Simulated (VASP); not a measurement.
Runs of VASP 6.6.1 on KBe2. The structure is that of space group Fm-3m (No. 225), or close to it. The cells are those of the table. 

| task | cell | k mesh | cutoff (eV) | gap on the mesh (eV) | pressure (GPa) |
| --- | --- | --- | --- | --- | --- |
| relaxation of cell and atoms | relaxed from a = 4.155 Å, angles 60.0°, 3 atoms | 6 × 6 × 6 | 600 | none | 0.0 |
| single point | a = 5.138 Å, angles 60.0°, 3 atoms | 12 × 12 × 12 | 520 | none | 0.0 |
| single point | a = 5.116 Å, angles 60.0°, 3 atoms | 6 × 6 × 6 | 520 | none | 0.2 |
| single point | a = 4.155 Å, angles 60.0°, 3 atoms | 6 × 6 × 6 | 520 | none | (a) |

Alike in all rows: level PBE; potentials or basis VASP PAW PBE potentials, release 64 (K_sv, Be); no spin polarisation; smearing gaussian 0.1 eV.

Question: Fill in the values left out.

Answer: (a) 22.1.

A gap of «none» marks levels without a gap at the run's occupations.
